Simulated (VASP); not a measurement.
# TbSi3W2 (Cmmm) in VASP: single point with PBE

Aim: the single point of TbSi3W2 with PBE.

Program: VASP 6.6.1. These are calculated values, not measurements. Logs are shortened: lines on timing, memory, paths and dates and some standing lists are left out, and cuts for length are marked.

## 1. The cell of the first run

It takes space group Cmmm (No. 65, orthorhombic). The conventional cell has a = 5.301 Å, b = 9.159 Å, c = 4.214 Å, α = 90.00°, β = 90.00°, γ = 90.00°. Tb (site symmetry mmm) has 10 Si at 3.02 to 3.39 Å and 8 W at 3.38 Å within 4.0 Å. Within 3.4 Å of Si (site symmetry m2m) lie 4 W at 2.60 Å and 5 Si at 2.62 to 3.11 Å and 3 Tb at 3.02 to 3.07 Å. Within 3.5 Å of Si (site symmetry mmm) lie 4 Si at 2.62 Å and 4 W at 2.65 Å and 4 Tb at 3.39 Å. W (site symmetry 2/m) has 6 Si at 2.60 to 2.65 Å and 2 W at 2.65 Å and 4 Tb at 3.38 Å within 3.4 Å.

The cell was generated, and may not be a known phase.

## 2. Single point, PBE

Input file INCAR:

```
SYSTEM = TbSi3W2
  PREC = Accurate
  ENCUT = 500
  EDIFF = 1E-6
  ISMEAR = 0
  SIGMA = 0.1
  LREAL = .FALSE.
  LASPH = .TRUE.
  NELM = 200
  ALGO = Normal
  ISIF = 2
  LWAVE = .FALSE.
  LCHARG = .FALSE.
  GGA = PE
  NBANDS = 34
  GGA_COMPAT = .FALSE.
  LMAXMIX = 6
```

Input file KPOINTS:

```
regular mesh
0
G
  8 8 8
  0 0 0
```

Input file POSCAR:

```
TbSi3W2
1.0
    2.6505279411     -4.5793661288      0.0000000000
    2.6505279411      4.5793661288      0.0000000000
    0.0000000000      0.0000000000      4.2144124384
Tb Si W
1 3 2
Direct
    0.0000000000      0.0000000000      0.0000000000
    0.6698045544      0.3301954456      0.0000000000
    0.3301954456      0.6698045544      0.0000000000
    0.5000000000      0.5000000000      0.5000000000
    0.5000000000      0.0000000000      0.5000000000
    0.0000000000      0.5000000000      0.5000000000
```

Potentials or basis: VASP PAW PBE potentials, release 64 (Tb_3, Si, W_sv), 4f in core.

The run is started by

```sh
$ cat potpaw_PBE.64/Tb_3/POTCAR potpaw_PBE.64/Si/POTCAR potpaw_PBE.64/W_sv/POTCAR > POTCAR
$ mpirun -np 1 vasp_std > vasp.out
```

OUTCAR:

```text
SYSTEM = TbSi3W2
   PREC = Accurate
   ENCUT = 500
   EDIFF = 1E-6
   ISMEAR = 0
   LREAL = .FALSE.
   LASPH = .TRUE.
   NELM = 200
   ISIF = 2
   GGA = PE

 ion  position               nearest neighbor table
   1  0.000  0.000  0.000-   2 3.02   3 3.02   2 3.07   3 3.07   2 3.07   3 3.07   5 3.38   6 3.38
                             5 3.38   6 3.38   6 3.38   6 3.38   5 3.38   5 3.38   4 3.39   4 3.39
   2  0.670  0.330  0.000-   5 2.60   6 2.60   5 2.60   6 2.60   4 2.62   4 2.62   1 3.02   3 3.03
                             3 3.03   1 3.07   1 3.07   3 3.11
   3  0.330  0.670  0.000-   5 2.60   6 2.60   5 2.60   6 2.60   4 2.62   4 2.62   1 3.02   2 3.03
                             2 3.03   1 3.07   1 3.07   2 3.11
   4  0.500  0.500  0.500-   2 2.62   3 2.62   2 2.62   3 2.62   5 2.65   6 2.65   5 2.65   6 2.65
                             1 3.39   1 3.39   1 3.39   1 3.39
   5  0.500  0.000  0.500-   2 2.60   3 2.60   2 2.60   3 2.60   4 2.65   4 2.65   6 2.65   6 2.65
                             1 3.38   1 3.38   1 3.38   1 3.38
   6  0.000  0.500  0.500-   2 2.60   3 2.60   2 2.60   3 2.60   4 2.65   4 2.65   5 2.65   5 2.65
                             1 3.38   1 3.38   1 3.38   1 3.38

  LATTYP: Found a base centered orthorhombic cell.
 ALAT       =     5.3010558822
 B/A-ratio  =     1.7277184888
 C/A-ratio  =     0.7950137731

  Lattice vectors:

 A1 = (   2.6505279411,  -4.5793661288,   0.0000000000)
 A2 = (   2.6505279411,   4.5793661288,   0.0000000000)
 A3 = (   0.0000000000,   0.0000000000,   4.2144124384)

Analysis of symmetry for initial positions (statically):
=====================================================================
 Subroutine PRICEL returns:
 Original cell was already a primitive cell.

 Routine SETGRP: Setting up the symmetry group for a
 base centered orthorhombic supercell.

 Subroutine GETGRP returns: Found  8 space group operations
 (whereof  8 operations were pure point group operations)
 out of a pool of  8 trial point group operations.

The static configuration has the point symmetry D_2h.

Analysis of symmetry for dynamics (positions and initial velocities):
=====================================================================
 Subroutine PRICEL returns:
 Original cell was already a primitive cell.

 Routine SETGRP: Setting up the symmetry group for a
 base centered orthorhombic supercell.

 Subroutine GETGRP returns: Found  8 space group operations
 (whereof  8 operations were pure point group operations)
 out of a pool of  8 trial point group operations.

The dynamic configuration has the point symmetry D_2h.

 Subroutine INISYM returns: Found  8 space group operations
 (whereof  8 operations are pure point group operations),
[... 104 lines left out ...]
   EDIFF  = 0.1E-05   stopping-criterion for ELM
   LREAL  =      F    real-space projection
   EDIFFG = 0.1E-04   stopping-criterion for IOM
   NSW    =      0    number of steps for IOM
   IBRION =     -1    ionic relax: 0-MD 1-quasi-New 2-CG
   NFREE  =      0    steps in history (QN), initial steepest desc. (CG)
   ISIF   =      2    stress and relaxation
   ISYM   =      2    0-nonsym 1-usesym 2-fastsym
   POTIM  = 0.5000    time-step for ionic-motion
   TEBEG  =    0.0;   TEEND  =   0.0 temperature during run
   PSTRESS=    0.0 pullay stress
   NELECT =      49.0000    total number of electrons
   NUPDOWN=      -1.0000    fix difference up-down
   EMIN   =  10.00;   EMAX   =-10.00  energy-range for DOS
   EFERMI =   0.00;   METHOD = LEGACY
   ISMEAR =     0;   SIGMA  =   0.10  broadening in eV -4-tet -1-fermi 0-gaus
   EFERMI_NEDOS =   21; number of points for ismear=-14 and -15
   IALGO  =     38    algorithm
   IMIX   =      4    mixing-type and parameters
     AMIX     =   0.40;   BMIX     =  1.00
     AMIX_MAG =   1.60;   BMIX_MAG =  1.00
  volume/ion in A,a.u.               =      17.05       115.07
  Fermi-wavevector in a.u.,A,eV,Ry     =   1.280871  2.420494 22.322120  1.640630
  Thomas-Fermi vector in A             =   2.413273
   LORBIT       =      0    0 simple, 1 ext, 2 COOP (PROOUT), +10 PAW based schemes
   GGA     = PE    functional components
   LHFCALC =     F    Hartree Fock is set to
   AEXX    =    0.0000 exact exchange contribution
   IVDW    =     0    specifies the selected vdW correction
   LEPSILON=     F    determine dielectric tensor
   LRPA    =     F    only Hartree local field effects (RPA)
 non-spin polarized calculation
 Gauss-broadening in eV      SIGMA  =   0.10
  energy-cutoff  :      500.00
  volume of cell :      102.31
 maximum number of plane-waves:      2627
   NGX = 19   NGY = 19   NGZ = 15

 number of electron      48.9999995 magnetization

 Free energy of the ion-electron system (eV)
  ---------------------------------------------------
  ext. energy  EPLUGINS =         0.00000000
  ---------------------------------------------------
  free energy    TOTEN  =       -47.90021992 eV

  energy without entropy =      -47.88910836  energy(sigma->0) =      -47.89466414

 E-fermi :   8.6820     XC(G=0): -11.7286

 val. band max:        8.6744220336   @ k =   0.0000   0.0000   0.3750
 cond. band min:       8.6897042750   @ k =   0.2500   0.2500   0.5000
 fundamental gap:      0.0152822414
 Fermi energy:         8.6819688611

 k-point     1 :       0.0000    0.0000    0.0000
  band No.  band energies     occupation
      1     -65.0789      2.00000
      2     -64.9894      2.00000
      3     -29.9598      2.00000
      4     -29.4121      2.00000
      5     -29.3001      2.00000
      6     -29.2639      2.00000
[... 877 lines left out ...]
     33      12.8462      0.00000
     34      13.4450      0.00000

 [... further k-points ...]
[... 5 lines left out ...]
  --------------------------------------------------------------------------------------
  -------------------------------------------------------------------------------------
  Total        0.1506131      0.0828696      0.0426157      0.0000000      0.0000000      0.0000000
  in kB        2.3586767      1.2977800      0.6673839      0.0000000      0.0000000      0.0000000
  external PRESSURE =       1.4412802 kB  Pullay stress =       0.0000000 kB

 VOLUME and BASIS-vectors are now :
 -----------------------------------------------------------------------------
  energy-cutoff  :      500.00
  volume of cell :      102.31
      direct lattice vectors                 reciprocal lattice vectors
     2.650527941 -4.579366129  0.000000000     0.188641664 -0.109185417  0.000000000
     2.650527941  4.579366129  0.000000000     0.188641664  0.109185417  0.000000000
     0.000000000  0.000000000  4.214412438     0.000000000  0.000000000  0.237281001

 POSITION                                       TOTAL-FORCE (eV/Angst)
 -----------------------------------------------------------------------------------
      0.00000      0.00000      0.00000         0.000000     -0.000000      0.000000
      2.65053     -1.55519      0.00000         0.000000      0.016792      0.000000
      2.65053      1.55519      0.00000         0.000000     -0.016792      0.000000
      2.65053      0.00000      2.10721         0.000000      0.000000      0.000000
      1.32526     -2.28968      2.10721        -0.000000     -0.000000      0.000000
      1.32526      2.28968      2.10721         0.000000     -0.000000      0.000000
 -----------------------------------------------------------------------------------
    total drift:                               -0.000000      0.000000     -0.000000

  FREE ENERGIE OF THE ION-ELECTRON SYSTEM (eV)
  ---------------------------------------------------
  free  energy   TOTEN  =       -47.9002199242 eV

  energy  without entropy=      -47.8891083574  energy(sigma->0) =      -47.89466414
```

stdout:

```text
POSCAR found type information on POSCAR TbSiW
 POSCAR found :  3 types and       6 ions
 scaLAPACK will be used
 LDA part: xc-table for (Slater+PW92), standard interpolation
 POSCAR, INCAR and KPOINTS ok, starting setup
 FFT: planning ... GRIDC
 FFT: planning ... GRID_SOFT
 FFT: planning ... GRID
 WAVECAR not read
 entering main loop
```

Wall time 2.1 min (1 thread of Intel Xeon 6975P-C (Granite Rapids), shared host); peak memory 0.44 GiB.

What came out:

* Free energy: -47.9002 eV
* Pressure: 0.1 GPa
* Largest force: 0.017 eV/Å
* Band gap on the k mesh: zero (an odd number of electrons rules out a gap without spin polarisation)

Forces on the atoms (eV/Å):
```
Tb   0.000  0.000  0.000
Si   0.000  0.017  0.000
Si   0.000 -0.017  0.000
Si   0.000  0.000  0.000
W    0.000  0.000  0.000
W    0.000  0.000  0.000
```

Caveat: spin-orbit coupling is left out, which moves the levels of the heavy elements; the 4f electrons are frozen in the core, so they carry no moment and show no levels. Spin polarisation is off, so any magnetic state and its effect on volume and gap are missing.
